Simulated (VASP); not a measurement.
Set up this calculation in VASP 6.6.1, as the native input.

```
Task                   : single point
Functional             : r2SCAN
Potentials or basis    : VASP PAW PBE potentials, release 64 (Mg_sv, O)
Cutoff                 : 920 eV
k mesh                 : 12 × 12 × 12
Occupations            : gaussian, width 0.05 eV
Spin                   : no spin polarisation
Dipole correction      : no
Further INCAR settings : ALGO = Normal; EDIFF = 1e-06; NBANDS = 18
```

Crystal: MgO2.

```
Mg O
1.0
     1.56464    0.90335    3.40663
    -1.56464    0.90335    3.40663
     0.00000   -1.80669    3.40663
Mg O
1 2
Direct
  0.00000 0.00000 0.00000
  0.42879 0.42879 0.42879
  0.57121 0.57121 0.57121
```

This cell differs from its parent crystal: strain -0.025 along x and y, -0.025 along z.

One way to write it, as run:

POSCAR

```
MgO2
1.0
    1.5646419906      0.9033464745      3.4066294030
   -1.5646419906      0.9033464745      3.4066294030
    0.0000000000     -1.8066929489      3.4066294030
Mg O
1 2
Direct
    0.0000000000      0.0000000000      0.0000000000
    0.4287860000      0.4287860000      0.4287860000
    0.5712140000      0.5712140000      0.5712140000
```

INCAR.step1

```
SYSTEM = MgO2
  PREC = Accurate
  ENCUT = 920
  ISMEAR = 0
  SIGMA = 0.05
  LREAL = .FALSE.
  LASPH = .TRUE.
  NELM = 120
  NBANDS = 18
  GGA = PE
  ALGO = Normal
  EDIFF = 1E-5
  LWAVE = .TRUE.
  LCHARG = .FALSE.
  GGA_COMPAT = .FALSE.
```

INCAR.step2

```
SYSTEM = MgO2
  PREC = Accurate
  ENCUT = 920
  EDIFF = 1E-6
  ISMEAR = 0
  SIGMA = 0.05
  LREAL = .FALSE.
  LASPH = .TRUE.
  NELM = 120
  ALGO = Normal
  ISIF = 2
  LWAVE = .FALSE.
  LCHARG = .FALSE.
  METAGGA = R2SCAN
  LMIXTAU = .TRUE.
  NBANDS = 18
  ISTART = 1
  GGA_COMPAT = .FALSE.
```

KPOINTS

```
Automatic mesh
0
G
  12 12 12
  0 0 0
```

Potentials or basis: VASP PAW PBE potentials, release 64 (Mg_sv, O).

Command:

```bash
$ cat potpaw_PBE.64/Mg_sv/POTCAR potpaw_PBE.64/O/POTCAR > POTCAR
$ cp INCAR.step1 INCAR
$ mpirun -np 1 vasp_std > vasp.out
$ cp INCAR.step2 INCAR
$ mpirun -np 1 vasp_std > vasp.out
```

It gave:

```json
{"Pressure": "6.5 GPa", "Largest force": "0.386 eV/Å", "Band gap on the k mesh": "3.42 eV"}
```

Caveat: the cell differs from its parent crystal (strain -0.025 along x and y, -0.025 along z); the stress differs along the axes, from 4 to 11 GPa; the PAW data sets were made with another functional, which shifts forces and pressure a little.

Run time: 10 min on 1 thread of Intel(R) Xeon(R) Platinum 8488C (Sapphire Rapids), on a shared host, peak memory 0.39 GiB.
